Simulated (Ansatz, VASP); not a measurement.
**C in VASP and in Ansatz**

```
CELL_PARAMETERS angstrom
1.67040 -2.85546 0.00000
1.67040 2.85546 0.00000
0.00000 0.00000 1.28638
ATOMIC_POSITIONS crystal
C 0.00000 0.00000 0.00000
```

Alike in both runs: task relaxation of cell and atoms; functional PBE; k mesh 20 × 20 × 42; occupations gaussian, width 0.1 eV; no spin polarisation.

```csv
,VASP,Ansatz
version,VASP 6.6.1,Ansatz 0.2.0
potentials or method,"VASP PAW PBE potentials, release 64 (C), cutoff 600 eV","scalar-relativistic, plane waves, PAW"
valence electrons in the cell,4,4
```

```csv
,VASP,Ansatz,Ansatz less VASP
"gap on the k mesh at the Fermi level, each at its own relaxed structure (eV)",none,none,-
relaxed volume (Å³/atom),17.50,21.42,+3.924
relaxed cell length with the largest relative difference (Å),3.966,4.385,+0.4192
```

A gap of «none» marks a metal or a gap that the smearing closes. One of these differences is far larger than is usual between the two programs; its cause wasn't traced.

Noted on VASP's run: the volume moved by over 15 % at a fixed basis, so the end points are rough.
